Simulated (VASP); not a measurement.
## Cd2Se3S: single point with PBE

The system is Cd2Se3S.

```
Cd Se S
1.0
     3.77757    0.00000    0.00000
     0.00000    3.77757    0.00000
     0.00000    0.00000   11.64056
Cd Se S
2 3 1
Cartesian
  0.0000 1.8888 6.9300
  1.8888 0.0000 4.7106
  1.8888 1.8888 0.0000
  0.0000 1.8888 4.0915
  1.8888 0.0000 7.5490
  0.0000 0.0000 0.0000
```

The cell was built from a structure type or drawn by symmetry, and may not be a known phase.

```
Program             : VASP 6.6.1
Task                : single point
Functional          : PBE
Potentials or basis : VASP PAW PBE potentials, release 64 (Cd, Se, S)
Cutoff              : 520 eV
k mesh              : 10 × 10 × 4
Occupations         : gaussian, width 0.1 eV
Spin                : no spin polarisation
```

The pressure is 0.2 GPa, the largest force is 0.043 eV/Å and the band gap on the k mesh is zero (bands 24 and 25 overlap by 1.34 eV).

Forces in eV/Å, atoms in the order of the input:
```
Cd   0.000  0.000  0.006
Cd   0.000  0.000 -0.006
Se   0.000  0.000  0.000
Se   0.000  0.000 -0.043
Se   0.000  0.000  0.043
S    0.000  0.000  0.000
```

Stress tensor (GPa, compression positive):
```
0.27 0.00 0.00
0.00 0.27 0.00
0.00 0.00 0.15
```

Levels at points of the mesh, in eV from the Fermi level:
```
           k point  band 20  band 21  band 22  band 23  band 24  band 25  band 26  band 27  band 28  band 29
(0.00, 0.00, 0.00)    -1.79    -1.06    -1.06    -1.02     0.59     0.80     1.04     3.30     3.30     4.98
(0.50, 0.00, 0.00)    -1.53    -1.30    -1.09    -1.02    -0.70     0.05     0.06     3.18     3.21     4.85
(0.50, 0.50, 0.00)    -3.17    -2.21    -2.21    -1.10    -0.75     0.33     0.33     4.72     4.72     4.82
(0.00, 0.00, 0.50)    -1.79    -1.19    -1.06    -1.06     0.59     0.92     1.08     3.30     3.30     4.88
(0.50, 0.00, 0.50)    -1.39    -1.17    -1.09    -1.02    -0.71     0.05     0.06     3.06     3.08     4.86
(0.50, 0.50, 0.50)    -3.17    -2.21    -2.21    -1.11    -0.76     0.31     0.31     4.72     4.72     4.91
```

Wall time 2.2 min on 1 thread of Intel(R) Xeon(R) 6975P-C (Granite Rapids), with other jobs on the host, peak memory 0.45 GiB.
